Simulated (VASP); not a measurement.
# CuO: single point with PBE

The system is CuO.

```
Cu O
1.0
     2.51805    0.00000    0.00000
     0.00000    2.51805    0.00000
     0.00000    0.00000    2.51805
Cu O
1 1
Direct
  0.00000 0.00000 0.00000
  0.50000 0.50000 0.50000
```

This cell differs from its parent crystal: volume scaled by 0.96.

| Item | Value |
| --- | --- |
| Program | VASP 6.6.1 |
| Task | single point |
| Functional | PBE |
| Potentials or basis | VASP PAW PBE potentials, release 64 (Cu, O) |
| Cutoff | 520 eV |
| k mesh | 10 × 10 × 10 |
| Occupations | fermi-dirac, width 0.05 eV |
| Spin | no spin polarisation |

```yaml
Pressure: 33.0 GPa
```

Levels at points of the mesh, in eV from the Fermi level:
```csv
k point,band 5,band 6,band 7,band 8,band 9,band 10,band 11,band 12,band 13,band 14
"(0.00, 0.00, 0.00)",-2.24,-2.24,-1.83,-1.83,-1.83,1.54,16.38,16.38,21.60,21.60
"(0.50, 0.00, 0.00)",-3.57,-1.75,-1.27,0.49,0.49,7.21,9.08,17.85,18.83,18.83
"(0.50, 0.50, 0.00)",-2.39,-2.39,-2.33,-1.29,-1.13,5.76,12.45,12.45,18.35,26.17
"(0.50, 0.50, 0.50)",-1.26,-1.26,0.40,0.40,0.40,7.14,7.14,7.14,15.01,23.94
```

It took 13 s on 1 thread of Intel(R) Xeon(R) Platinum 8488C (Sapphire Rapids), on a shared host, peak memory 0.13 GiB.

Caveat: an odd number of electrons without spin polarisation forces a metal; a magnetic or distorted state may lie lower; semilocal functionals often make such compounds metallic where correlation or magnetic order opens a gap, which also shifts bond lengths.
